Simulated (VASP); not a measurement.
# Ti in VASP: notebook

Runs on Ti. Level: PBE. Tasks: single point.

Program: VASP 6.6.1. These are calculated values, not measurements. Logs are shortened: lines on timing, memory, paths and dates and some standing lists are left out, and cuts for length are marked.

## 1. The cell of the first run

The cell holds a sheet with vacuum, 3 atoms: a = 4.199 Å, b = 4.199 Å, c = 26.496 Å, α = 90.00°, β = 90.00°, γ = 120.00°.

The cell was generated, and may not be a known phase.

## 2. Single point, PBE

The input, INCAR:

```
PREC = Accurate
ENCUT = 520
EDIFF = 1E-6
ISMEAR = 0
SIGMA = 0.1
LREAL = False
LASPH = True
NELM = 100
ALGO = Normal
ISIF = 2
LWAVE = False
LCHARG = False
LDIPOL = True
IDIPOL = 3
DIPOL = 0.5 0.5 0.286
GGA = PE
NBANDS = 25
```

The input, KPOINTS:

```
regular mesh
0
Gamma
  12 12 1
```

The input, POSCAR:

```
Ti
1.0
    4.1993972627      0.0000000000      0.0000000000
   -2.0996986314      3.6367847101      0.0000000000
    0.0000000000      0.0000000000     26.4964617815
Ti
3
Direct
    0.3333333333      0.6666666667      0.3029269981
    0.6666666667      0.3333333333      0.3029269981
    0.0000000000      0.0000000000      0.2522227383
```

Potentials or basis: VASP PAW PBE potentials, release 64 (Ti_sv).

Launch:

```sh
> cat potpaw_PBE.64/Ti_sv/POTCAR > POTCAR
> mpirun -np 1 vasp_std > vasp.out
```

OUTCAR:

```text
PREC = Accurate
   ENCUT = 520
   EDIFF = 1E-6
   ISMEAR = 0
   LREAL = False
   LASPH = True
   NELM = 100
   ISIF = 2
   GGA = PE

 ion  position               nearest neighbor table
   1  0.333  0.667  0.303-   2 2.42   2 2.42   2 2.42   3 2.77   3 2.77   3 2.77
   2  0.667  0.333  0.303-   1 2.42   1 2.42   1 2.42   3 2.77   3 2.77   3 2.77
   3  0.000  0.000  0.252-   1 2.77   2 2.77   2 2.77   1 2.77   2 2.77   1 2.77

  LATTYP: Found a hexagonal cell.
 ALAT       =     4.1993972627
 C/A-ratio  =     6.3095868583

  Lattice vectors:

 A1 = (   4.1993972627,   0.0000000000,   0.0000000000)
 A2 = (  -2.0996986314,   3.6367847101,   0.0000000000)
 A3 = (   0.0000000000,   0.0000000000,  26.4964617815)

Analysis of symmetry for initial positions (statically):
=====================================================================
 Subroutine PRICEL returns:
 Original cell was already a primitive cell.

 Routine SETGRP: Setting up the symmetry group for a
 hexagonal supercell.

 Subroutine GETGRP returns: Found 12 space group operations
 (whereof 12 operations were pure point group operations)
 out of a pool of 24 trial point group operations.

The static configuration has the point symmetry C_6v.

Analysis of symmetry for dynamics (positions and initial velocities):
=====================================================================
 Subroutine PRICEL returns:
 Original cell was already a primitive cell.

 Routine SETGRP: Setting up the symmetry group for a
 hexagonal supercell.

 Subroutine GETGRP returns: Found 12 space group operations
 (whereof 12 operations were pure point group operations)
 out of a pool of 24 trial point group operations.

The dynamic configuration has the point symmetry C_6v.

 Subroutine INISYM returns: Found 12 space group operations
 (whereof 12 operations are pure point group operations),
 and found     1 'primitive' translations

----------------------------------------------------------------------------------------

                                     Primitive cell

  volume of cell :     404.6620

  direct lattice vectors                    reciprocal lattice vectors
     4.199397263  0.000000000  0.000000000     0.238129412  0.137484080  0.000000000
    -2.099698631  3.636784710  0.000000000     0.000000000  0.274968160  0.000000000
     0.000000000  0.000000000 26.496461781     0.000000000  0.000000000  0.037740888

  length of vectors
     4.199397263  4.199397263 26.496461781     0.274968160  0.274968160  0.037740888

  position of ions in fractional coordinates (direct lattice)
     0.333333333  0.666666667  0.302926998
     0.666666667  0.333333333  0.302926998
     0.000000000  0.000000000  0.252222738

  ion indices of the primitive-cell ions
   primitive index   ion index
                 1           1
                 2           2
                 3           3

----------------------------------------------------------------------------------------

 KPOINTS: regular mesh

Automatic generation of k-mesh.
 Grid dimensions read from file:
 generate k-points for:   12   12    1

 Generating k-lattice:

  Cartesian coordinates                     Fractional coordinates (reciprocal lattice)
     0.019844118  0.011457007  0.000000000     0.083333333  0.000000000  0.000000000
     0.000000000  0.022914013  0.000000000     0.000000000  0.083333333  0.000000000
     0.000000000  0.000000000  0.037740888     0.000000000  0.000000000  1.000000000

  Length of vectors
     0.022914013  0.022914013  0.037740888

  Shift w.r.t. Gamma in fractional coordinates (k-lattice)
     0.000000000  0.000000000  0.000000000

 Subroutine IBZKPT returns following result:
 ===========================================

 Found     19 irreducible k-points:

 Following reciprocal coordinates:
            Coordinates               Weight
  0.000000  0.000000  0.000000      1.000000
  0.083333  0.000000  0.000000      6.000000
  0.166667  0.000000  0.000000      6.000000
  0.250000  0.000000  0.000000      6.000000
  0.333333  0.000000  0.000000      6.000000
  0.416667  0.000000  0.000000      6.000000
[... 11 lines left out ...]
  0.333333  0.250000  0.000000     12.000000
  0.333333  0.333333  0.000000      2.000000
   k-points           NKPTS =     19   k-points in BZ     NKDIM =     19   number of bands    NBANDS=     25
   number of dos      NEDOS =    301   number of ions     NIONS =      3
   total plane-waves  NPLWV = 204800
   dimension x,y,z NGX =    32 NGY =   32 NGZ =  200
   dimension x,y,z NGXF=    64 NGYF=   64 NGZF=  400
   ions per type =               3
   NGX,Y,Z   is equivalent  to a cutoff of  12.67, 12.67, 12.55 a.u.
   NGXF,Y,Z  is equivalent  to a cutoff of  25.34, 25.34, 25.10 a.u.
 SYSTEM =  unknown system
   PREC   = accura    normal or accurate (medium, high low for compatibility)
   ISTART =      0    job   : 0-new  1-cont  2-samecut
   ICHARG =      2    charge: 1-file 2-atom 10-const
   ISPIN  =      1    spin polarized calculation?
   LNONCOLLINEAR =      F non collinear calculations
   LSORBIT =      F    spin-orbit coupling
   LASPH  =      T    aspherical Exc in radial PAW
   ENCUT  =  520.0 eV  38.22 Ry    6.18 a.u.   7.81  7.81 49.27*2*pi/ulx,y,z
   NELM   =    100;   NELMIN=  2; NELMDL= -5     # of ELM steps
   EDIFF  = 0.1E-05   stopping-criterion for ELM
   LREAL  =      F    real-space projection
   EDIFFG = 0.1E-04   stopping-criterion for IOM
   NSW    =      0    number of steps for IOM
   IBRION =     -1    ionic relax: 0-MD 1-quasi-New 2-CG
   NFREE  =      0    steps in history (QN), initial steepest desc. (CG)
   ISIF   =      2    stress and relaxation
   ISYM   =      2    0-nonsym 1-usesym 2-fastsym
   POTIM  = 0.5000    time-step for ionic-motion
   TEBEG  =    0.0;   TEEND  =   0.0 temperature during run
   PSTRESS=    0.0 pullay stress
   NELECT =      36.0000    total number of electrons
   NUPDOWN=      -1.0000    fix difference up-down
   EMIN   =  10.00;   EMAX   =-10.00  energy-range for DOS
   EFERMI =   0.00;   METHOD = LEGACY
   ISMEAR =     0;   SIGMA  =   0.10  broadening in eV -4-tet -1-fermi 0-gaus
   EFERMI_NEDOS =   21; number of points for ismear=-14 and -15
   IALGO  =     38    algorithm
   IMIX   =      4    mixing-type and parameters
     AMIX     =   0.40;   BMIX     =  1.00
     AMIX_MAG =   1.60;   BMIX_MAG =  1.00
  volume/ion in A,a.u.               =     134.89       910.26
  Fermi-wavevector in a.u.,A,eV,Ry     =   0.730822  1.381053  7.266879  0.534101
  Thomas-Fermi vector in A             =   1.822887
   LORBIT       =      0    0 simple, 1 ext, 2 COOP (PROOUT), +10 PAW based schemes
   GGA     = PE    functional components
   LHFCALC =     F    Hartree Fock is set to
   AEXX    =    0.0000 exact exchange contribution
   IVDW    =     0    specifies the selected vdW correction
   LEPSILON=     F    determine dielectric tensor
   LRPA    =     F    only Hartree local field effects (RPA)
 non-spin polarized calculation
 Gauss-broadening in eV      SIGMA  =   0.10
  energy-cutoff  :      520.00
  volume of cell :      404.66
 maximum number of plane-waves:     10938
 NGX is ok and might be reduce to    32
   NGX = 15   NGY = 15   NGZ = 99

 dipolmoment           0.000000      0.000000     -0.113427 electrons x Angstroem

 number of electron      35.9999997 magnetization

 dipolmoment           0.000000      0.000000      0.039403 electrons x Angstroem

 Free energy of the ion-electron system (eV)
  ---------------------------------------------------
  ext. energy  EPLUGINS =         0.00000000
  ---------------------------------------------------
  free energy    TOTEN  =       -18.60199047 eV

  energy without entropy =      -18.55508341  energy(sigma->0) =      -18.57853694

 E-fermi :  -1.9394     XC(G=0):  -2.2183

 val. band max:       -1.9441003102   @ k =   0.1667   0.0000   0.0000
 cond. band min:      -1.9273675650   @ k =   0.3333   0.2500   0.0000
 fundamental gap:      0.0167327452
 Fermi energy:        -1.9394248891

 k-point     1 :       0.0000    0.0000    0.0000
  band No.  band energies     occupation
      1     -58.7864      2.00000
      2     -58.3079      2.00000
      3     -57.8912      2.00000
      4     -35.1829      2.00000
      5     -34.9964      2.00000
      6     -34.9964      2.00000
[... 17 lines left out ...]
     24       0.4394      0.00000
     25       0.5024      0.00000

 k-point     2 :       0.0833    0.0000    0.0000
  band No.  band energies     occupation
      1     -58.7856      2.00000
      2     -58.3024      2.00000
      3     -57.8979      2.00000
      4     -35.1840      2.00000
      5     -35.0379      2.00000
      6     -35.0332      2.00000
[... 17 lines left out ...]
     24       0.2238      0.00000
     25       0.5771      0.00000

 k-point     3 :       0.1667    0.0000    0.0000
  band No.  band energies     occupation
      1     -58.7834      2.00000
      2     -58.2863      2.00000
      3     -57.9172      2.00000
      4     -35.1901      2.00000
      5     -35.0957      2.00000
      6     -35.0651      2.00000
[... 17 lines left out ...]
     24      -0.0424      0.00000
     25       0.4853      0.00000

 k-point     4 :       0.2500    0.0000    0.0000
  band No.  band energies     occupation
      1     -58.7806      2.00000
      2     -58.2606      2.00000
      3     -57.9472      2.00000
      4     -35.2033      2.00000
      5     -35.1490      2.00000
      6     -35.0724      2.00000
[... 17 lines left out ...]
     24      -0.2967      0.00000
     25       0.2487      0.00000
[... 337 lines left out ...]
 k-point    17 :       0.2500    0.2500    0.0000
  band No.  band energies     occupation
      1     -58.7757      2.00000
      2     -58.1788      2.00000
      3     -58.0370      2.00000
      4     -35.3011      2.00000
      5     -35.0851      2.00000
      6     -35.0669      2.00000
[... 17 lines left out ...]
     24       0.0174      0.00000
     25       0.1404      0.00000

 k-point    18 :       0.3333    0.2500    0.0000
  band No.  band energies     occupation
      1     -58.7749      2.00000
      2     -58.1455      2.00000
      3     -58.0716      2.00000
      4     -35.3164      2.00000
      5     -35.0765      2.00000
      6     -35.0489      2.00000
[... 17 lines left out ...]
     24       0.0244      0.00000
     25       0.0670      0.00000

 k-point    19 :       0.3333    0.3333    0.0000
  band No.  band energies     occupation
      1     -58.7746      2.00000
      2     -58.1088      2.00000
      3     -58.1088      2.00000
      4     -35.3244      2.00000
      5     -35.0488      2.00000
      6     -35.0488      2.00000
[... 17 lines left out ...]
     24      -0.0332      0.00000
     25       0.2632      0.00000

------------------------ aborting loop because EDIFF is reached ----------------------------------------

 vacuum level on the upper side and lower side of the slab       (xc-potential included)         0.220        -0.237

  FORCE on cell =-STRESS in cart. coord.  units (eV):
  Direction    XX          YY          ZZ          XY          YZ          ZX
  --------------------------------------------------------------------------------------
  -------------------------------------------------------------------------------------
  Total       -0.0403940     -0.0403940     -0.0499171      0.0000000      0.0000000     -0.0000000
  in kB       -0.1599320     -0.1599320     -0.1976365      0.0000000      0.0000000     -0.0000000
  external PRESSURE =      -0.1725002 kB  Pullay stress =       0.0000000 kB

 VOLUME and BASIS-vectors are now :
 -----------------------------------------------------------------------------
  energy-cutoff  :      520.00
  volume of cell :      404.66
      direct lattice vectors                 reciprocal lattice vectors
     4.199397263  0.000000000  0.000000000     0.238129412  0.137484080  0.000000000
    -2.099698631  3.636784710  0.000000000     0.000000000  0.274968160  0.000000000
     0.000000000  0.000000000 26.496461781     0.000000000  0.000000000  0.037740888

 POSITION                                       TOTAL-FORCE (eV/Angst)
 -----------------------------------------------------------------------------------
     -0.00000      2.42452      8.02649        -0.000000      0.000000     -0.011117
      2.09970      1.21226      8.02649         0.000000      0.000000     -0.011117
      0.00000      0.00000      6.68301         0.000000     -0.000000      0.022235
 -----------------------------------------------------------------------------------
    total drift:                               -0.000000     -0.000000      0.000567

  FREE ENERGIE OF THE ION-ELECTRON SYSTEM (eV)
  ---------------------------------------------------
  free  energy   TOTEN  =       -18.6019904706 eV

  energy  without entropy=      -18.5550834124  energy(sigma->0) =      -18.57853694

 vacuum level on the upper side and lower side of the slab         1.777         1.310
```

Run time: 5.8 min. Hardware: 1 thread of Intel Xeon Platinum 8488C (Sapphire Rapids), shared host; peak memory 0.5 GiB.

Results:

- Free energy: -18.6020 eV
- Largest force: 0.022 eV/Å
- Band gap on the k mesh: zero (bands 18 and 19 overlap by 0.29 eV)

Forces on the atoms (eV/Å):
```
Ti   0.000  0.000 -0.011
Ti   0.000  0.000 -0.011
Ti   0.000  0.000  0.022
```

## 3. Single point, PBE, collinear spin

This run uses another cell than the first one.

The input, INCAR:

```
SYSTEM = Ti
PREC = Accurate
ENCUT = 520
EDIFF = 1E-6
ISMEAR = 0
SIGMA = 0.1
LREAL = .FALSE.
LASPH = .TRUE.
NELM = 150
ALGO = Normal
ISIF = 2
LWAVE = .FALSE.
LCHARG = .TRUE.
ISPIN = 2
MAGMOM = 1 1 1
LORBIT = 11
LMAXMIX = 4
LDIPOL = .TRUE.
IDIPOL = 3
DIPOL = 0.5 0.5 0.306
GGA = PE
LELF = .TRUE.
LVHAR = .TRUE.
LVACPOTAV = .TRUE.
NBANDS = 29
```

The input, KPOINTS:

```
Automatic mesh
0
G
  6 6 1
  0 0 0
```

The input, POSCAR:

```
Ti
1.0
    4.1923982383      0.0000000000      0.0000000000
   -2.0961991192      3.6307233772      0.0000000000
    0.0000000000      0.0000000000     24.7439896000
Ti
3
Direct
    0.3333333333      0.6666666667      0.3244455008
    0.6666666667      0.3333333333      0.3244455008
    0.0000000000      0.0000000000      0.2699582935
```

Potentials or basis: VASP PAW PBE potentials, release 64 (Ti_sv).

Launch:

```sh
> cat potpaw_PBE.64/Ti_sv/POTCAR > POTCAR
> mpirun -np 1 vasp_std > vasp.out
```

Wall time 7.7 min (1 thread of Intel Xeon Platinum 8488C (Sapphire Rapids), shared host); peak memory 0.62 GiB.

The run converged. Its results:

```
Free energy                                           : -18.6453 eV
Largest force                                         : 0.008 eV/Å
Net moment                                            : 0.78 μB per cell
Site moments                                          : Ti +0.20, +0.01 (each value once) μB
Valence electrons inside the program's atomic spheres : Ti 10.51, 10.20 (each value once)
```

Forces in eV/Å, atoms in the order of the input:
```
Ti   0.000  0.000  0.004
Ti   0.000  0.000  0.004
Ti   0.000  0.000 -0.008
```

Levels at points of the mesh, in eV from the Fermi level:
Spin up:
| k point | band 17 | band 18 | band 19 | band 20 | band 21 | band 22 |
| --- | --- | --- | --- | --- | --- | --- |
| (0.00, 0.00, 0.00) | -0.62 | -0.62 | -0.36 | 0.76 | 1.09 | 1.09 |
| (0.50, 0.00, 0.00) | -0.60 | -0.26 | -0.22 | 0.76 | 0.93 | 1.13 |
Spin down:
```csv
k point,band 15,band 16,band 17,band 18,band 19,band 20,band 21,band 22
"(0.00, 0.00, 0.00)",-0.76,-0.76,-0.55,-0.55,0.14,0.83,1.28,1.28
"(0.50, 0.00, 0.00)",-1.36,-0.63,-0.39,-0.10,0.02,0.96,1.14,1.34
```

The gap in the log of VASP goes by the Fermi energy; the results here count the filled bands.